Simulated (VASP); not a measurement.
# Si27C5 (P1) in VASP: single point with PBEsol

Aim: the single point of Si27C5 with PBEsol.

All numbers are computed with VASP 6.6.1; they aren't measurements. Logs are shortened: lines on timing, memory, paths and dates and some standing lists are left out, and cuts for length are marked.

## 1. The cell of the first run

The typed cell holds 64 atoms: a = 10.264 Å, b = 10.264 Å, c = 10.552 Å, α = 90.00°, β = 90.00°, γ = 90.00°.

## 2. Single point, PBEsol

INCAR

```
PREC = Accurate
ENCUT = 520
EDIFF = 1E-7
ISMEAR = -1
SIGMA = 0.05
LREAL = Auto
LASPH = True
NELM = 60
ALGO = Normal
ISIF = 2
LWAVE = False
LCHARG = True
GGA = PS
LELF = True
LVHAR = True
NBANDS = 166
ISYM = 0
```

KPOINTS

```
Automatic mesh
0
Gamma
  1 1 1
  0.25 0.25 0.25
```

POSCAR

```
Si27C5
1.0
   10.2643030000      0.0000000000      0.0000000000
    0.0000000000     10.2643030000      0.0000000000
    0.0000000000      0.0000000000     10.5517040000
Si C
54 10
Direct
    0.9963990000      0.9995370000      0.0059320000
    0.9919570000      0.0088510000      0.5090700000
    0.9874650000      0.4941530000      0.9938150000
    0.0017510000      0.5038770000      0.5023050000
    0.5040620000      0.9914730000      0.9969890000
    0.5017760000      0.5077810000      0.9995850000
    0.5042470000      0.4989950000      0.5078070000
    0.1182000000      0.1175850000      0.6188060000
    0.1129600000      0.6235260000      0.1255480000
    0.6274720000      0.1189370000      0.6176410000
    0.6175470000      0.6264290000      0.1217230000
    0.6261940000      0.6285040000      0.6047830000
    0.2529640000      0.2444950000      0.0051350000
    0.2539560000      0.2502930000      0.5116650000
    0.2582630000      0.7467480000      0.0026840000
    0.2450570000      0.7504800000      0.4950610000
    0.7456350000      0.2477020000      0.9914610000
    0.7553450000      0.2593930000      0.5028040000
    0.7494990000      0.7516350000      0.0042930000
    0.7436930000      0.7472710000      0.5102820000
    0.3750610000      0.3640230000      0.1314460000
    0.3787380000      0.3820250000      0.6272070000
    0.3734210000      0.8867530000      0.1332200000
    0.3821130000      0.8820970000      0.6276840000
    0.8850450000      0.3785240000      0.6266150000
    0.8769880000      0.8734590000      0.1287160000
    0.8800330000      0.8807520000      0.6311240000
    0.2518750000      0.9962760000      0.2477360000
    0.2534810000      0.0108180000      0.7528660000
    0.2422580000      0.5131080000      0.2560880000
    0.2473840000      0.5091240000      0.7405540000
    0.7395830000      0.9902720000      0.2424570000
    0.7466670000      0.4998770000      0.2483370000
    0.7462120000      0.4908860000      0.7427140000
    0.3868340000      0.1248700000      0.3630880000
    0.3810160000      0.1249670000      0.8641940000
    0.3778830000      0.6293810000      0.3749470000
    0.3860060000      0.6306740000      0.8661940000
    0.8847100000      0.1177080000      0.3771780000
    0.8660040000      0.1209710000      0.8789090000
    0.8723420000      0.6270700000      0.3702920000
    0.8733640000      0.6192130000      0.8765370000
    0.9883510000      0.2605190000      0.2505290000
    0.0018700000      0.7499490000      0.7582520000
    0.4960340000      0.2553260000      0.2520730000
    0.5001960000      0.7489860000      0.7468730000
    0.1264720000      0.3863440000      0.3679350000
    0.1355930000      0.3707890000      0.8774880000
    0.1261940000      0.8750220000      0.3708330000
    0.1172370000      0.8683320000      0.8691530000
    0.6155090000      0.3683140000      0.3686710000
    0.6314810000      0.3655960000      0.8797050000
    0.6171980000      0.8807900000      0.3895850000
    0.6320740000      0.8751360000      0.8709890000
    0.4969420000      0.9988240000      0.4957660000
    0.1301830000      0.1295260000      0.1293440000
    0.1273460000      0.6205600000      0.6179540000
    0.6325120000      0.1146670000      0.1185680000
    0.8817470000      0.3795430000      0.1348040000
    0.7467590000      0.9968270000      0.7537290000
    0.9988760000      0.2682810000      0.7570300000
    0.9928910000      0.7538980000      0.2397150000
    0.4922540000      0.2445790000      0.7485570000
    0.5013760000      0.7577790000      0.2414790000
```

Potentials or basis: VASP PAW PBE potentials, release 64 (Si, C).

Launch:

```bash
$ cat potpaw_PBE.64/Si/POTCAR potpaw_PBE.64/C/POTCAR > POTCAR
$ mpirun -np 1 vasp_std > vasp.out
```

OUTCAR:

```text
PREC = Accurate
   ENCUT = 520
   EDIFF = 1E-7
   ISMEAR = -1
   LREAL = Auto
   LASPH = True
   NELM = 60
   ISIF = 2
   GGA = PS
   ISYM = 0

 ion  position               nearest neighbor table
   1  0.996  1.000  0.006-  26 2.20  40 2.27  56 2.32  50 2.33
   2  0.992  0.009  0.509-   8 2.07  39 2.10  27 2.17  49 2.43
   3  0.987  0.494  0.994-  42 2.13  59 2.19   9 2.31  48 2.33
   4  0.002  0.504  0.502-  57 2.14  25 2.19  47 2.26  41 2.30
   5  0.504  0.991  0.997-  54 2.22  58 2.23  23 2.24  36 2.33
   6  0.502  0.508  1.000-  11 2.13  38 2.23  52 2.35  21 2.41
[... 56 lines left out ...]
  63  0.492  0.245  0.749-  36 2.07  22 2.23  10 2.34  52 2.35
  64  0.501  0.758  0.241-  23 2.19  11 2.20  37 2.31  53 2.33

IMPORTANT INFORMATION: All symmetrisations will be switched off!
NOSYMM: (Re-)initialisation of all symmetry stuff for point group C_1.

----------------------------------------------------------------------------------------

                                     Primitive cell

  volume of cell :    1111.6844

  direct lattice vectors                    reciprocal lattice vectors
    10.264303000  0.000000000  0.000000000     0.097425027  0.000000000  0.000000000
     0.000000000 10.264303000  0.000000000     0.000000000  0.097425027  0.000000000
     0.000000000  0.000000000 10.551704000     0.000000000  0.000000000  0.094771423

  length of vectors
    10.264303000 10.264303000 10.551704000     0.097425027  0.097425027  0.094771423

  position of ions in fractional coordinates (direct lattice)
     0.996399000  0.999537000  0.005932000
     0.991957000  0.008851000  0.509070000
     0.987465000  0.494153000  0.993815000
     0.001751000  0.503877000  0.502305000
     0.504062000  0.991473000  0.996989000
     0.501776000  0.507781000  0.999585000
[... 56 lines left out ...]
     0.492254000  0.244579000  0.748557000
     0.501376000  0.757779000  0.241479000

  ion indices of the primitive-cell ions
   primitive index   ion index
                 1           1
                 2           2
                 3           3
                 4           4
                 5           5
                 6           6
[... 56 lines left out ...]
                63          63
                64          64

----------------------------------------------------------------------------------------

 KPOINTS: Automatic mesh

Automatic generation of k-mesh.
 Grid dimensions read from file:
 generate k-points for:    1    1    1

 Generating k-lattice:

  Cartesian coordinates                     Fractional coordinates (reciprocal lattice)
     0.097425027  0.000000000  0.000000000     1.000000000  0.000000000  0.000000000
     0.000000000  0.097425027  0.000000000     0.000000000  1.000000000  0.000000000
     0.000000000  0.000000000  0.094771423     0.000000000  0.000000000  1.000000000

  Length of vectors
     0.097425027  0.097425027  0.094771423

  Shift w.r.t. Gamma in fractional coordinates (k-lattice)
     0.250000000  0.250000000  0.250000000

 Subroutine IBZKPT returns following result:
 ===========================================

 Found      4 irreducible k-points:

 Following reciprocal coordinates:
            Coordinates               Weight
  0.250000  0.250000  0.250000      2.000000
 -0.250000  0.250000  0.250000      2.000000
 -0.250000 -0.250000  0.250000      2.000000
  0.250000 -0.250000  0.250000      2.000000
   k-points           NKPTS =      4   k-points in BZ     NKDIM =      4   number of bands    NBANDS=    166
   number of dos      NEDOS =    301   number of ions     NIONS =     64
   total plane-waves  NPLWV = 512000
   dimension x,y,z NGX =    80 NGY =   80 NGZ =   80
   dimension x,y,z NGXF=   160 NGYF=  160 NGZF=  160
   ions per type =              54  10
   NGX,Y,Z   is equivalent  to a cutoff of  12.96, 12.96, 12.60 a.u.
   NGXF,Y,Z  is equivalent  to a cutoff of  25.91, 25.91, 25.21 a.u.
 SYSTEM =  unknown system
   PREC   = accura    normal or accurate (medium, high low for compatibility)
   ISTART =      0    job   : 0-new  1-cont  2-samecut
   ICHARG =      2    charge: 1-file 2-atom 10-const
   ISPIN  =      1    spin polarized calculation?
   LNONCOLLINEAR =      F non collinear calculations
   LSORBIT =      F    spin-orbit coupling
   LASPH  =      T    aspherical Exc in radial PAW
   ENCUT  =  520.0 eV  38.22 Ry    6.18 a.u.  19.08 19.08 19.62*2*pi/ulx,y,z
   NELM   =     60;   NELMIN=  2; NELMDL= -5     # of ELM steps
   EDIFF  = 0.1E-06   stopping-criterion for ELM
   LREAL  =      T    real-space projection
   EDIFFG = 0.1E-05   stopping-criterion for IOM
   NSW    =      0    number of steps for IOM
   IBRION =     -1    ionic relax: 0-MD 1-quasi-New 2-CG
   NFREE  =      0    steps in history (QN), initial steepest desc. (CG)
   ISIF   =      2    stress and relaxation
   ISYM   =      0    0-nonsym 1-usesym 2-fastsym
   POTIM  = 0.5000    time-step for ionic-motion
   TEBEG  =    0.0;   TEEND  =   0.0 temperature during run
   PSTRESS=    0.0 pullay stress
   NELECT =     256.0000    total number of electrons
   NUPDOWN=      -1.0000    fix difference up-down
   EMIN   =  10.00;   EMAX   =-10.00  energy-range for DOS
   EFERMI =   0.00;   METHOD = LEGACY
   ISMEAR =    -1;   SIGMA  =   0.05  broadening in eV -4-tet -1-fermi 0-gaus
   EFERMI_NEDOS =   21; number of points for ismear=-14 and -15
   IALGO  =     38    algorithm
   IMIX   =      4    mixing-type and parameters
     AMIX     =   0.40;   BMIX     =  1.00
     AMIX_MAG =   1.60;   BMIX_MAG =  1.00
  volume/ion in A,a.u.               =      17.37       117.22
  Fermi-wavevector in a.u.,A,eV,Ry     =   1.003447  1.896239 13.699778  1.006905
  Thomas-Fermi vector in A             =   2.135999
   LORBIT       =      0    0 simple, 1 ext, 2 COOP (PROOUT), +10 PAW based schemes
   GGA     = PS    functional components
   LHFCALC =     F    Hartree Fock is set to
   AEXX    =    0.0000 exact exchange contribution
   IVDW    =     0    specifies the selected vdW correction
   LEPSILON=     F    determine dielectric tensor
   LRPA    =     F    only Hartree local field effects (RPA)
 non-spin polarized calculation
  energy-cutoff  :      520.00
  volume of cell :     1111.68
 maximum number of plane-waves:     29918
 NGX is ok and might be reduce to    80
   NGX = 39   NGY = 39   NGZ = 39

 number of electron     256.0000000 magnetization

 Free energy of the ion-electron system (eV)
  ---------------------------------------------------
  ext. energy  EPLUGINS =         0.00000000
  ---------------------------------------------------
  free energy    TOTEN  =      -373.00898513 eV

  energy without entropy =     -372.99586598  energy(sigma->0) =     -373.00242556

 E-fermi :   6.2498     XC(G=0):  -9.8975

 val. band max:        6.0736711246   @ k =  -0.2500  -0.2500   0.2500
 cond. band min:       6.3914165717   @ k =  -0.2500   0.2500   0.2500
 fundamental gap:      0.3177454472
 Fermi energy:         6.2498226051

 k-point     1 :       0.2500    0.2500    0.2500
  band No.  band energies     occupation
      1      -6.4979      2.00000
      2      -5.9813      2.00000
      3      -5.9312      2.00000
      4      -5.8800      2.00000
      5      -5.4470      2.00000
      6      -5.3996      2.00000
[... 132 lines left out ...]
    139       7.8355      0.00000
    140       7.9250      0.00000

 k-point     2 :      -0.2500    0.2500    0.2500
  band No.  band energies     occupation
      1      -6.5005      2.00000
      2      -5.9673      2.00000
      3      -5.9367      2.00000
      4      -5.8731      2.00000
      5      -5.4776      2.00000
      6      -5.3974      2.00000
[... 132 lines left out ...]
    139       7.7811      0.00000
    140       7.8631      0.00000

 k-point     3 :      -0.2500   -0.2500    0.2500
  band No.  band energies     occupation
      1      -6.4971      2.00000
      2      -5.9604      2.00000
      3      -5.9246      2.00000
      4      -5.9173      2.00000
      5      -5.4534      2.00000
      6      -5.4010      2.00000
[... 132 lines left out ...]
    139       7.8979      0.00000
    140       7.9443      0.00000

 k-point     4 :       0.2500   -0.2500    0.2500
  band No.  band energies     occupation
      1      -6.4970      2.00000
      2      -5.9864      2.00000
      3      -5.9308      2.00000
      4      -5.8761      2.00000
      5      -5.4625      2.00000
      6      -5.4092      2.00000
[... 132 lines left out ...]
    139       7.8316      0.00000
    140       7.9087      0.00000
 [bands above 140 left out]

------------------------ aborting loop because EDIFF is reached ----------------------------------------

  FORCE on cell =-STRESS in cart. coord.  units (eV):
  Direction    XX          YY          ZZ          XY          YZ          ZX
  --------------------------------------------------------------------------------------
  -------------------------------------------------------------------------------------
  Total       23.5988893     20.8842075     -4.0152882     14.4897735     -3.9220804      5.4217812
  in kB       34.0110952     30.0986526     -5.7868973     20.8828924     -5.6525648      7.8139574
  external PRESSURE =      19.4409502 kB  Pullay stress =       0.0000000 kB

 VOLUME and BASIS-vectors are now :
 -----------------------------------------------------------------------------
  energy-cutoff  :      520.00
  volume of cell :     1111.68
      direct lattice vectors                 reciprocal lattice vectors
    10.264303000  0.000000000  0.000000000     0.097425027  0.000000000  0.000000000
     0.000000000 10.264303000  0.000000000     0.000000000  0.097425027  0.000000000
     0.000000000  0.000000000 10.551704000     0.000000000  0.000000000  0.094771423

 POSITION                                       TOTAL-FORCE (eV/Angst)
 -----------------------------------------------------------------------------------
     10.22734     10.25955      0.06259         2.617664      1.858326      0.774945
     10.18175      0.09085      5.37156         0.829789     -3.049739     -1.840358
     10.13564      5.07214     10.48644         0.606940     -2.777900      3.465760
      0.01797      5.17195      5.30017         2.170379      2.417640      0.915832
      5.17385     10.17678     10.51993         1.320996      2.873382      1.514216
      5.15038      5.21202     10.54733        -1.025359     -2.719642     -0.751855
[... 56 lines left out ...]
      5.05264      2.51043      7.89855         0.631372      0.109104     -0.011538
      5.14628      7.77807      2.54801        -0.385961     -0.184543      1.146213
 -----------------------------------------------------------------------------------
    total drift:                                0.017147     -0.001662      0.021408

  FREE ENERGIE OF THE ION-ELECTRON SYSTEM (eV)
  ---------------------------------------------------
  free  energy   TOTEN  =      -373.0089851301 eV

  energy  without entropy=     -372.9958659801  energy(sigma->0) =     -373.00242556
```

Wall time 43 min (1 thread of AMD EPYC 7R13, shared host); peak memory 1.2 GiB.

What came out:

- Free energy: -373.0090 eV
- Pressure: 1.9 GPa
- Largest force: 6.950 eV/Å
- Band gap on the k mesh: 0.32 eV, indirect (least direct gap 0.46 eV)

Forces on the atoms (eV/Å):
```
Si   2.618  1.858  0.775
Si   0.830 -3.050 -1.840
Si   0.607 -2.778  3.466
Si   2.170  2.418  0.916
Si   1.321  2.873  1.514
Si  -1.025 -2.720 -0.752
Si  -1.098 -0.669 -3.065
Si   0.959  3.904  3.839
Si  -1.541  2.232  0.537
Si  -1.899 -1.322  2.136
Si  -0.589  2.814  3.088
Si  -1.550 -2.186  5.353
Si  -1.498 -2.735  1.217
Si  -0.217 -0.133 -2.418
Si  -0.930  0.536 -0.015
Si  -0.530 -1.417  3.041
Si   1.139 -1.762  6.626
Si  -0.127 -1.289 -0.967
Si   0.471 -0.292 -0.660
Si   4.040  3.736 -3.237
Si  -1.421  3.511 -1.345
Si   1.141 -2.899  2.587
Si   3.340 -4.479 -0.841
Si   0.015  1.609 -2.883
Si   1.714 -2.127  2.642
Si   1.733 -2.360  1.898
Si  -3.203  0.168  2.293
Si  -3.300  4.155 -0.066
Si  -1.963 -2.056 -1.135
Si   1.818 -0.244 -1.717
Si  -1.898  1.589 -0.747
Si  -1.234  2.980 -0.181
Si   1.508 -1.866 -1.739
Si  -0.355  1.276  0.327
Si  -0.878 -2.608  4.559
Si   2.739  3.021  0.622
Si   2.164  1.458 -1.554
Si  -2.330 -1.341  1.235
Si  -3.184  1.414 -2.110
Si   1.009 -0.487 -4.202
Si   1.708  2.186 -1.041
Si  -1.807  0.703 -1.163
Si   0.997  0.042 -3.307
Si  -0.149 -3.445 -3.960
Si   2.979 -3.338 -3.033
Si   2.313  1.058 -1.434
Si  -0.425 -2.198  2.049
Si  -2.824 -0.349 -2.104
Si  -3.398 -1.105 -1.049
Si   3.208  2.375  2.684
Si   2.277  1.776  1.974
Si  -4.381  1.103 -3.419
Si  -2.946  0.077 -1.032
Si   1.801  1.355 -2.151
C    0.737 -0.006  0.191
C   -0.354 -0.250 -0.540
C   -0.049  0.350  0.217
C   -0.244  0.242 -0.298
C   -0.835 -0.102 -0.889
C    0.264  0.306 -0.262
C    0.016 -1.151 -0.446
C    0.300 -0.286  0.682
C    0.631  0.109 -0.012
C   -0.386 -0.185  1.146
```

Stress tensor (GPa, compression positive):
```
 3.40  2.09  0.78
 2.09  3.01 -0.57
 0.78 -0.57 -0.58
```

Caveat: the k points lie up to 0.61 Å⁻¹ apart; the PAW data sets were made with another functional, which shifts forces and pressure a little.
